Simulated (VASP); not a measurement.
# Ti (P6/mmm) in VASP: a series of runs

The runs below take Ti through single point, with PBE.

Program: VASP 6.6.1. These are calculated values, not measurements. Logs are shortened: lines on timing, memory, paths and dates and some standing lists are left out, and cuts for length are marked.

**1. The cell of the first run**

The structure is hexagonal, space group P6/mmm (No. 191). The conventional cell has a = 4.488 Å, b = 4.488 Å, c = 2.945 Å, α = 90.00°, β = 90.00°, γ = 120.00°. Ti (site symmetry 6/mmm) has 14 Ti at 2.94 to 2.98 Å within 3.9 Å. Within 3.4 Å of Ti (site symmetry -6m2) lie 11 Ti at 2.59 to 2.98 Å.

This isn't the form of Ti at room conditions, which is hcp.

**2. Single point, PBE**

The input, INCAR:

```
SYSTEM = Ti
PREC = Accurate
ENCUT = 520
EDIFF = 1E-6
ISMEAR = 0
SIGMA = 0.15
LREAL = .False.
LASPH = .True.
NELM = 100
ALGO = Fast
ISIF = 2
LWAVE = .False.
LCHARG = .False.
GGA = PE
NBANDS = 25
```

The input, KPOINTS:

```
Automatic mesh
0
Gamma
  12 12 14
  0 0 0
```

The input, POSCAR:

```
Ti
1.0
    4.4875000000      0.0000000000      0.0000000000
   -2.2437500000      3.8862889995      0.0000000000
    0.0000000000      0.0000000000      2.9450000000
Ti
3
Direct
    0.0000000000      0.0000000000      0.0000000000
    0.3333333333      0.6666666667      0.5000000000
    0.6666666667      0.3333333333      0.5000000000
```

Potentials or basis: VASP PAW PBE potentials, release 64 (Ti_sv).

On the command line:

```bash
$ cat potpaw_PBE.64/Ti_sv/POTCAR > POTCAR
$ mpirun -np 1 vasp_std > vasp.out
```

OUTCAR:

```text
SYSTEM = Ti
   PREC = Accurate
   ENCUT = 520
   EDIFF = 1E-6
   ISMEAR = 0
   LREAL = .False.
   LASPH = .True.
   NELM = 100
   ISIF = 2
   GGA = PE

 ion  position               nearest neighbor table
   1  0.000  0.000  0.000-
   2  0.333  0.667  0.500-   3 2.59   3 2.59   3 2.59
   3  0.667  0.333  0.500-   2 2.59   2 2.59   2 2.59

  LATTYP: Found a hexagonal cell.
 ALAT       =     4.4875000000
 C/A-ratio  =     0.6562674095

  Lattice vectors:

 A1 = (   4.4875000000,   0.0000000000,   0.0000000000)
 A2 = (  -2.2437500000,   3.8862889995,   0.0000000000)
 A3 = (   0.0000000000,   0.0000000000,   2.9450000000)

Analysis of symmetry for initial positions (statically):
=====================================================================
 Subroutine PRICEL returns:
 Original cell was already a primitive cell.

 Routine SETGRP: Setting up the symmetry group for a
 hexagonal supercell.

 Subroutine GETGRP returns: Found 24 space group operations
 (whereof 24 operations were pure point group operations)
 out of a pool of 24 trial point group operations.

The static configuration has the point symmetry D_6h.

Analysis of symmetry for dynamics (positions and initial velocities):
=====================================================================
 Subroutine PRICEL returns:
 Original cell was already a primitive cell.

 Routine SETGRP: Setting up the symmetry group for a
 hexagonal supercell.

 Subroutine GETGRP returns: Found 24 space group operations
 (whereof 24 operations were pure point group operations)
 out of a pool of 24 trial point group operations.

The dynamic configuration has the point symmetry D_6h.

 Subroutine INISYM returns: Found 24 space group operations
 (whereof 24 operations are pure point group operations),
 and found     1 'primitive' translations

----------------------------------------------------------------------------------------

                                     Primitive cell

  volume of cell :      51.3600

  direct lattice vectors                    reciprocal lattice vectors
     4.487500000  0.000000000  0.000000000     0.222841226  0.128657442  0.000000000
    -2.243750000  3.886289000  0.000000000     0.000000000  0.257314883  0.000000000
     0.000000000  0.000000000  2.945000000     0.000000000  0.000000000  0.339558574

[... 82 lines left out ...]
   LASPH  =      T    aspherical Exc in radial PAW
   ENCUT  =  520.0 eV  38.22 Ry    6.18 a.u.   8.34  8.34  5.48*2*pi/ulx,y,z
   NELM   =    100;   NELMIN=  2; NELMDL= -5     # of ELM steps
   EDIFF  = 0.1E-05   stopping-criterion for ELM
   LREAL  =      F    real-space projection
   EDIFFG = 0.1E-04   stopping-criterion for IOM
   NSW    =      0    number of steps for IOM
   IBRION =     -1    ionic relax: 0-MD 1-quasi-New 2-CG
   NFREE  =      0    steps in history (QN), initial steepest desc. (CG)
   ISIF   =      2    stress and relaxation
   ISYM   =      2    0-nonsym 1-usesym 2-fastsym
   POTIM  = 0.5000    time-step for ionic-motion
   TEBEG  =    0.0;   TEEND  =   0.0 temperature during run
   PSTRESS=    0.0 pullay stress
   NELECT =      36.0000    total number of electrons
   NUPDOWN=      -1.0000    fix difference up-down
   EMIN   =  10.00;   EMAX   =-10.00  energy-range for DOS
   EFERMI =   0.00;   METHOD = LEGACY
   ISMEAR =     0;   SIGMA  =   0.15  broadening in eV -4-tet -1-fermi 0-gaus
   EFERMI_NEDOS =   21; number of points for ismear=-14 and -15
   IALGO  =     68    algorithm
   IMIX   =      4    mixing-type and parameters
     AMIX     =   0.40;   BMIX     =  1.00
     AMIX_MAG =   1.60;   BMIX_MAG =  1.00
  volume/ion in A,a.u.               =      17.12       115.53
  Fermi-wavevector in a.u.,A,eV,Ry     =   1.454233  2.748102 28.773521  2.114794
  Thomas-Fermi vector in A             =   2.571408
   LORBIT       =      0    0 simple, 1 ext, 2 COOP (PROOUT), +10 PAW based schemes
   GGA     = PE    functional components
   LHFCALC =     F    Hartree Fock is set to
   AEXX    =    0.0000 exact exchange contribution
   IVDW    =     0    specifies the selected vdW correction
   LEPSILON=     F    determine dielectric tensor
   LRPA    =     F    only Hartree local field effects (RPA)
 non-spin polarized calculation
 RMM-DIIS sequential band-by-band and
 Gauss-broadening in eV      SIGMA  =   0.15
  energy-cutoff  :      520.00
  volume of cell :       51.36
 maximum number of plane-waves:      1421
 NGX is ok and might be reduce to    36
   NGX = 17   NGY = 17   NGZ = 11

 number of electron      36.0000005 magnetization

 Free energy of the ion-electron system (eV)
  ---------------------------------------------------
  ext. energy  EPLUGINS =         0.00000000
  ---------------------------------------------------
  free energy    TOTEN  =       -23.46989786 eV

  energy without entropy =      -23.43667058  energy(sigma->0) =      -23.45328422

 E-fermi :   8.4171     XC(G=0): -11.5590

 val. band max:        8.4122714581   @ k =   0.2500   0.1667   0.0714
 cond. band min:       8.4197395414   @ k =   0.4167   0.0833   0.2857
 fundamental gap:      0.0074680833
 Fermi energy:         8.4171042783

 k-point     1 :       0.0000    0.0000    0.0000
  band No.  band energies     occupation
      1     -48.5341      2.00000
      2     -48.2398      2.00000
      3     -48.0358      2.00000
      4     -24.8496      2.00000
      5     -24.8496      2.00000
      6     -24.7445      2.00000
[... 661 lines left out ...]
     24      10.5523      0.00000
     25      10.8283      0.00000

 [... further k-points ...]

------------------------ aborting loop because EDIFF is reached ----------------------------------------

  FORCE on cell =-STRESS in cart. coord.  units (eV):
  Direction    XX          YY          ZZ          XY          YZ          ZX
  --------------------------------------------------------------------------------------
  -------------------------------------------------------------------------------------
  Total        1.0308140      1.0308140     -2.3088267      0.0000000      0.0000000      0.0000000
  in kB       32.1562959     32.1562959    -72.0239719      0.0000000      0.0000000      0.0000000
  external PRESSURE =      -2.5704600 kB  Pullay stress =       0.0000000 kB

 VOLUME and BASIS-vectors are now :
 -----------------------------------------------------------------------------
  energy-cutoff  :      520.00
  volume of cell :       51.36
      direct lattice vectors                 reciprocal lattice vectors
     4.487500000  0.000000000  0.000000000     0.222841226  0.128657442  0.000000000
    -2.243750000  3.886289000  0.000000000     0.000000000  0.257314883  0.000000000
     0.000000000  0.000000000  2.945000000     0.000000000  0.000000000  0.339558574

 POSITION                                       TOTAL-FORCE (eV/Angst)
 -----------------------------------------------------------------------------------
      0.00000      0.00000      0.00000        -0.000000      0.000000     -0.000000
     -0.00000      2.59086      1.47250        -0.000000      0.000000      0.000000
      2.24375      1.29543      1.47250         0.000000     -0.000000     -0.000000
 -----------------------------------------------------------------------------------
    total drift:                                0.000000      0.000000     -0.000000

  FREE ENERGIE OF THE ION-ELECTRON SYSTEM (eV)
  ---------------------------------------------------
  free  energy   TOTEN  =       -23.4698978612 eV

  energy  without entropy=      -23.4366705800  energy(sigma->0) =      -23.45328422
```

Run time: 19 min. Hardware: 1 thread of Intel Xeon 8259CL, shared host; peak memory 0.29 GiB.

Results:

| Item | Value |
| --- | --- |
| Free energy | -23.4699 eV |
| Pressure | -0.3 GPa |
| Band gap on the k mesh | zero (bands 18 and 19 overlap by 0.44 eV) |

Levels at points of the mesh, in eV from the Fermi level:
```
           k point  band 16  band 17  band 18  band 19  band 20  band 21
(0.00, 0.00, 0.00)    -0.65    -0.55    -0.55     0.27     0.98     1.31
(0.50, 0.00, 0.00)    -0.44    -0.27    -0.27     0.16     0.56     0.78
(0.00, 0.00, 0.50)    -2.05    -1.66    -1.66     1.16     1.16     1.24
(0.50, 0.00, 0.50)    -1.19    -0.92    -0.77     0.38     0.70     0.77
```

Caveat: the stress differs along the axes, from -7 to 3 GPa.

**3. Single point, PBE**

This run uses another cell than the first one, of 17.23 Å³/atom.

The input, INCAR:

```
ALGO     = Fast           # electronic algorithm
EDIFF    = 1E-6           # SCF threshold, eV
ENCUT    = 520            # plane-wave cutoff, eV
GGA      = PE             # functional
ISIF     = 2              # what is computed and relaxed
ISMEAR   = 0              # smearing method
LASPH    = T              # aspherical terms in the spheres
LCHARG   = F              # write CHGCAR
LREAL    = F              # projectors in reciprocal space
LWAVE    = F              # write WAVECAR
NBANDS   = 25             # bands
NELM     = 60             # most SCF steps
PREC     = Accurate       # precision mode
SIGMA    = 0.15           # smearing width, eV
```

The input, KPOINTS:

```
k-points
0
Gamma
  12 12 14
```

The input, POSCAR:

```
Ti
1.0
    4.6859000000      0.0000000000      0.0000000000
   -2.3429500000      4.0581084396      0.0000000000
    0.0000000000      0.0000000000      2.7185000000
Ti
3
Direct
    0.0000000000      0.0000000000      0.0000000000
    0.3333333333      0.6666666667      0.5000000000
    0.6666666667      0.3333333333      0.5000000000
```

Potentials or basis: VASP PAW PBE potentials, release 64 (Ti_sv).

On the command line:

```bash
$ cat potpaw_PBE.64/Ti_sv/POTCAR > POTCAR
$ mpirun -np 1 vasp_std > vasp.out
```

It took 18 min on 1 thread of Intel Xeon 8259CL, shared host; peak memory 0.28 GiB.

Results (log left out):

* Free energy: -23.4534 eV
* Pressure: -0.4 GPa
* Band gap on the k mesh: zero (bands 18 and 19 overlap by 0.33 eV)

Stress tensor (GPa, compression positive):
```
-4.39  0.00  0.00
 0.00 -4.39  0.00
 0.00  0.00  7.60
```

Levels at points of the mesh, in eV from the Fermi level:
```
           k point  band 14  band 15  band 16  band 17  band 18  band 19  band 20  band 21  band 22  band 23
(0.00, 0.00, 0.00)    -1.79    -0.71    -0.71    -0.62    -0.62    -0.29     0.40     1.30     1.30     2.26
(0.50, 0.00, 0.00)    -3.58    -2.53    -0.47    -0.41    -0.32     0.02     0.30     0.88     1.63     2.37
(0.00, 0.00, 0.50)    -1.97    -1.81    -1.49    -1.49    -1.29     0.90     0.90     1.42     1.42     2.94
(0.50, 0.00, 0.50)    -1.96    -1.66    -1.07    -0.54    -0.25     0.40     1.02     1.18     1.19     2.27
```

Caveat: the stress differs along the axes, from -4 to 8 GPa.

**4. Single point, PBE**

This run uses another cell than the first one, of 17.27 Å³/atom.

The input, INCAR:

```
SYSTEM = Ti
ALGO = Fast
EDIFF = 1E-6
ENCUT = 520
GGA = PE
ISIF = 2
ISMEAR = 0
LASPH = .True.
LCHARG = .False.
LREAL = .False.
LWAVE = .False.
NBANDS = 25
NELM = 80
PREC = Accurate
SIGMA = 0.15
```

The input, KPOINTS:

```
k-points
0
Gamma
  12 12 14
  0 0 0
```

The input, POSCAR:

```
Ti
1.0
    4.8996000000      0.0000000000      0.0000000000
   -2.4498000000      4.2431780684      0.0000000000
    0.0000000000      0.0000000000      2.4920000000
Ti
3
Direct
    0.0000000000      0.0000000000      0.0000000000
    0.3333333333      0.6666666667      0.5000000000
    0.6666666667      0.3333333333      0.5000000000
```

Potentials or basis: VASP PAW PBE potentials, release 64 (Ti_sv).

On the command line:

```bash
$ cat potpaw_PBE.64/Ti_sv/POTCAR > POTCAR
$ mpirun -np 1 vasp_std > vasp.out
```

OUTCAR:

```text
SYSTEM = Ti
   EDIFF = 1E-6
   ENCUT = 520
   GGA = PE
   ISIF = 2
   ISMEAR = 0
   LASPH = .True.
   LREAL = .False.
   NELM = 80
   PREC = Accurate

 ion  position               nearest neighbor table
   1  0.000  0.000  0.000-
   2  0.333  0.667  0.500-   3 2.83   3 2.83   3 2.83
   3  0.667  0.333  0.500-   2 2.83   2 2.83   2 2.83

  LATTYP: Found a hexagonal cell.
 ALAT       =     4.8996000000
 C/A-ratio  =     0.5086129480

  Lattice vectors:

 A1 = (   4.8996000000,   0.0000000000,   0.0000000000)
[... 192 lines left out ...]
      4     -24.8066      2.00000
      5     -24.8066      2.00000
      6     -24.7361      2.00000
[... 661 lines left out ...]
     24      11.0039      0.00000
     25      11.6847      0.00000

 [... further k-points ...]
[... 5 lines left out ...]
  --------------------------------------------------------------------------------------
  -------------------------------------------------------------------------------------
  Total       -0.7448635     -0.7448635      1.3012400      0.0000000     -0.0000000      0.0000000
  in kB      -23.0349550    -23.0349550     40.2409362      0.0000000     -0.0000000      0.0000000
  external PRESSURE =      -1.9429912 kB  Pullay stress =       0.0000000 kB

 VOLUME and BASIS-vectors are now :
 -----------------------------------------------------------------------------
  energy-cutoff  :      520.00
  volume of cell :       51.81
      direct lattice vectors                 reciprocal lattice vectors
     4.899600000  0.000000000  0.000000000     0.204098294  0.117836205  0.000000000
    -2.449800000  4.243178068  0.000000000     0.000000000  0.235672410  0.000000000
     0.000000000  0.000000000  2.492000000     0.000000000  0.000000000  0.401284109

 POSITION                                       TOTAL-FORCE (eV/Angst)
 -----------------------------------------------------------------------------------
      0.00000      0.00000      0.00000         0.000000      0.000000      0.000000
     -0.00000      2.82879      1.24600         0.000000     -0.000000     -0.000000
      2.44980      1.41439      1.24600        -0.000000      0.000000      0.000000
 -----------------------------------------------------------------------------------
    total drift:                                0.000000      0.000000     -0.000000

  FREE ENERGIE OF THE ION-ELECTRON SYSTEM (eV)
  ---------------------------------------------------
  free  energy   TOTEN  =       -23.1639957576 eV

  energy  without entropy=      -23.1175491065  energy(sigma->0) =      -23.14077243
```

Run time: 19 min. Hardware: 1 thread of Intel Xeon 8259CL, shared host; peak memory 0.28 GiB.

Results:

| Property | Result |
| --- | --- |
| Free energy | -23.1640 eV |
| Pressure | -0.2 GPa |
| Band gap on the k mesh | zero (bands 18 and 19 overlap by 1.35 eV) |

Caveat: the stress differs along the axes, from -2 to 4 GPa.

**5. Single point, PBE**

This run uses another cell than the first one, of 17.28 Å³/atom.

The input, INCAR:

```
SYSTEM = Ti
  ALGO = Fast
  EDIFF = 1E-6
  ENCUT = 520
  GGA = PE
  ISIF = 2
  ISMEAR = 0
  LASPH = .True.
  LCHARG = .True.
  LELF = .True.
  LREAL = .False.
  LVHAR = .True.
  LWAVE = .False.
  NBANDS = 25
  NELM = 100
  PREC = Accurate
  SIGMA = 0.15
```

KPOINTS is that of step 4.

The input, POSCAR:

```
Ti
1.0
    4.7928000000      0.0000000000      0.0000000000
   -2.3964000000      4.1506865553      0.0000000000
    0.0000000000      0.0000000000      2.6052000000
Ti
3
Direct
    0.0000000000      0.0000000000      0.0000000000
    0.3333333333      0.6666666667      0.5000000000
    0.6666666667      0.3333333333      0.5000000000
```

On the command line:

```bash
$ cat potpaw_PBE.64/Ti_sv/POTCAR > POTCAR
$ mpirun -np 1 vasp_std > vasp.out
```

Run time: 20 min. Hardware: 1 thread of Intel Xeon 8259CL, shared host; peak memory 0.28 GiB.

The run converged. Its results:

* Free energy: -23.2624 eV
* Pressure: -0.3 GPa
* Band gap on the k mesh: zero (bands 18 and 19 overlap by 0.79 eV)

Stress tensor (GPa, compression positive):
```
-4.05  0.00  0.00
 0.00 -4.05  0.00
 0.00  0.00  7.09
```

Levels at points of the mesh, in eV from the Fermi level:
| k point | band 16 | band 17 | band 18 | band 19 | band 20 | band 21 |
| --- | --- | --- | --- | --- | --- | --- |
| (0.00, 0.00, 0.00) | -0.78 | -0.74 | -0.74 | -0.62 | 0.03 | 1.23 |
| (0.50, 0.00, 0.00) | -0.66 | -0.60 | -0.35 | -0.08 | -0.03 | 0.60 |
| (0.00, 0.00, 0.50) | -1.45 | -1.44 | -0.87 | 0.64 | 0.64 | 1.53 |
| (0.50, 0.00, 0.50) | -1.07 | -0.52 | 0.05 | 0.35 | 1.23 | 1.27 |

Caveat: the stress differs along the axes, from -4 to 7 GPa.

[end of part 1 of 2]
